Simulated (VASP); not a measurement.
## Pt: single point with PBE

The system is Pt.

```
Pt
1.0
     2.72663    0.00000    0.00000
     0.00000    2.72663    0.00000
     0.00000    0.00000    2.72663
Pt
1
Direct
  0.00000 0.00000 0.00000
```

This cell differs from its parent crystal: volume scaled by 1.12.

* Program: VASP 6.6.1
* Task: single point
* Functional: PBE
* Potentials or basis: VASP PAW PBE potentials, release 64 (Pt)
* Cutoff: 520 eV
* k mesh: 13 × 13 × 13
* Occupations: fermi-dirac, width 0.1 eV
* Spin: no spin polarisation
* Dipole correction: no
* Further INCAR settings: ALGO = Normal; EDIFF = 1e-06; NBANDS = 11

- Pressure: -15.6 GPa
- Band gap on the k mesh: zero (band 5 reaches 7.94 eV, above the bottom of band 6 at 5.64 eV)

Levels at points of the mesh, in eV from the Fermi level:
| k point | band 1 | band 2 | band 3 | band 4 | band 5 | band 6 | band 7 | band 8 | band 9 | band 10 |
| --- | --- | --- | --- | --- | --- | --- | --- | --- | --- | --- |
| (0.00, 0.00, 0.00) | -7.40 | -4.77 | -4.77 | 0.17 | 0.17 | 0.17 | 14.50 | 14.50 | 14.50 | 19.59 |

Run time: 6.8 s on 1 thread of Intel(R) Xeon(R) Platinum 8488C (Sapphire Rapids) (shared host), peak memory 0.13 GiB.

Caveat: spin-orbit coupling is left out, which moves the levels of the heavy elements.
